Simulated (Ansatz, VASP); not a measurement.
Zr2OF2 in VASP and in Ansatz

Contents of INCAR:

```
  PREC = Accurate
  ENCUT = 600
  EDIFF = 1E-6
  ISMEAR = 0
  SIGMA = 0.1
  LREAL = F
  LASPH = T
  NELM = 60
  ALGO = Normal
  ISIF = 3
  LWAVE = F
  LCHARG = F
  GGA = PE
  IBRION = 2
  NSW = 100
  EDIFFG = -0.01
```

File KPOINTS:

```
Automatic mesh
0
Gamma
  12 12 4
```

Contents of POSCAR:

```
Zr2OF2
1.0
    3.4758319103      0.0000000000      0.0000000000
   -1.7379159551      3.0101587336      0.0000000000
    0.0000000000      0.0000000000      7.5932560870
Zr O F
2 1 2
Direct
    0.0000000000      0.0000000000      0.1756601986
    0.3333333333      0.6666666667      0.5068270933
    0.3333333333      0.6666666667      0.2291829252
    0.6666666667      0.3333333333      0.0193780767
    0.0000000000      0.0000000000      0.6789517061
```

Input for Ansatz:

```yaml
crystal:
  lattice:
    - [3.4758319103, 0.0, 0.0]
    - [-1.7379159551, 3.0101587336, 0.0]
    - [0.0, 0.0, 7.593256087]
  atoms:
    - { symbol: Zr, position: [0.0, 0.0, 0.1756601986] }
    - { symbol: Zr, position: [0.3333333333, 0.6666666667, 0.5068270933] }
    - { symbol: O, position: [0.3333333333, 0.6666666667, 0.2291829252] }
    - { symbol: F, position: [0.6666666667, 0.3333333333, 0.0193780767] }
    - { symbol: F, position: [0.0, 0.0, 0.6789517061] }
basis:
  ecutwfc: 420
kpoints:
  mp_grid: { grid: [12, 12, 4] }
hamiltonian:
  xc: pbe
scf:
  occupations: { method: gaussian, width: 0.1 }
output:
  forces: true
  stress: true
  eigenvalues: true
  write_density: true
  write_potential: true
  elf: true
  volumetric_format: npy
relax:
  adjacent_minimum: "off"
  f_tol: 0.01
  max_steps: 80
  cell: { stress_tol: 0.05 }
```

Alike in both runs: task relaxation of cell and atoms; functional PBE; k mesh 12 × 12 × 4; occupations gaussian, width 0.1 eV; no spin polarisation.

```csv
,VASP,Ansatz
version,VASP 6.6.1,Ansatz 0.2.0
potentials or method,"VASP PAW PBE potentials, release 64 (Zr_sv, O, F), cutoff 600 eV","scalar-relativistic, plane waves, PAW"
valence electrons in the cell,44,44
```

VASP gave:

```
gap on the k mesh at the Fermi level, each at its own relaxed structure (eV)  : none
relaxed volume (Å³/atom)                                                      : 15.44
relaxed length of the cell vector where the two differ most in proportion (Å) : 7.367
```

Which values does Ansatz return?

gap on the k mesh at the Fermi level, each at its own relaxed structure (eV): none; relaxed volume (Å³/atom): 15.85; relaxed length of the cell vector where the two differ most in proportion (Å): 7.576.

A gap of «none» marks a metal or a gap that the smearing closes.
